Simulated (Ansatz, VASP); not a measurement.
## Sb2As2C in VASP and in Ansatz

```
Sb As C
1.0
    -1.84473    4.42318    3.46612
     1.84473   -4.42318    3.46612
     1.84473    4.42318   -3.46612
Sb As C
2 2 1
Direct
  0.79028 0.50000 0.29028
  0.20972 0.50000 0.70972
  0.76911 0.76911 0.00000
  0.23089 0.23089 0.00000
  0.50000 0.50000 0.00000
```

Alike in both runs: functional PBE; k mesh 4 × 4 × 4; occupations gaussian, width 0.1 eV; no spin polarisation.

Ansatz relaxed the structure, and its values are those at the end. VASP's run is a single point on that final structure, the one shown.

```csv
,VASP,Ansatz
version,VASP 6.6.1,Ansatz 0.2.0
potentials or method,"VASP PAW PBE potentials, release 64 (Sb_d_GW, As_d, C), cutoff 700 eV","scalar-relativistic, plane waves, PAW"
valence electrons in the cell,64,64
```

Ansatz gave:

* gap on the k mesh at the Fermi level (eV): none
* pressure (GPa): -0.1
* rms of the force components (eV/Å): 0.001

Task: Which values does VASP return?

Result: gap on the k mesh at the Fermi level (eV): none; pressure (GPa): -0.2; rms of the force components (eV/Å): 0.024.

A gap of «none» marks a metal or a gap that the smearing closes. With one functional, cell and mesh, what is left measures potentials, basis and numerics.

The k mesh is coarse, so the values compare programs but aren't converged. Spin-orbit coupling is off throughout.
